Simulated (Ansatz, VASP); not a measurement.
**As in VASP and in Ansatz**

```
CELL_PARAMETERS angstrom
1.89067 1.09158 3.36746
-1.89067 1.09158 3.36746
0.00000 -2.18316 3.36746
ATOMIC_POSITIONS crystal
As 0.76980 0.76980 0.76980
As 0.23020 0.23020 0.23020
```

Alike in both runs: functional PBEsol; k mesh 15 × 15 × 15; occupations gaussian, width 0.1 eV; no spin polarisation.

Ansatz relaxed the structure, and its values are those at the end. VASP's run is a single point on that final structure, the one shown.

|  | VASP | Ansatz |
| --- | --- | --- |
| version | VASP 6.6.1 | Ansatz 0.2.0 |
| potentials or method | VASP PAW PBE potentials, release 64 (As), cutoff 520 eV | scalar-relativistic, plane waves, PAW |
| valence electrons in the cell | 10 | 30 |

|  | VASP | Ansatz | Ansatz less VASP |
| --- | --- | --- | --- |
| gap on the k mesh at the Fermi level (eV) | none | none | - |
| pressure (GPa) | 0.4 | 0.0 | -0.39 |
| rms of the force components (eV/Å) | 0.033 | 0.001 | -0.0321 |

VASP's potentials were made for PBE, not for PBEsol. A gap of «none» marks a metal or a gap that the smearing closes. VASP's potentials hold 10 valence electrons a cell and Ansatz's 30, so a difference there can come from the potentials and not from the codes.
